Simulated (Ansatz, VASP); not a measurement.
**Two plane-wave programs on Ti12C**

```
Ti C
1.0
     5.90000    0.00000    0.00000
    -4.42500    7.66432    0.00000
     0.00000    0.00000    4.68460
Ti C
12 1
Cartesian
  0.5828 0.0200 -0.0477
  -0.9420 1.4128 2.2984
  -2.3797 2.7515 -0.0520
  -0.9350 4.1629 2.2950
  -2.3776 5.2813 -0.0473
  -2.3649 6.5839 2.2932
  3.5013 0.1306 -0.0459
  2.0965 1.4183 2.3016
  0.5724 2.7570 -0.0551
  2.0563 4.1851 2.2951
  0.5325 5.3632 -0.0437
  0.5541 6.5886 2.2978
  0.5741 2.7682 2.2869
```

Alike in both runs: functional PBE; k mesh 4 × 3 × 5; occupations gaussian, width 0.15 eV; no spin polarisation.

Ansatz relaxed the structure, and its values are those at the end. VASP's run is a single point on that final structure, the one shown.

|  | VASP | Ansatz |
| --- | --- | --- |
| version | VASP 6.6.1 | Ansatz 0.2.0 |
| potentials or method | VASP PAW PBE potentials, release 64 (Ti_sv, C), cutoff 520 eV | scalar-relativistic, plane waves, PAW |
| valence electrons in the cell | 148 | 148 |

|  | VASP | Ansatz | Ansatz less VASP |
| --- | --- | --- | --- |
| rms of the force components (eV/Å) | 0.008 | 0.005 | -0.0033 |
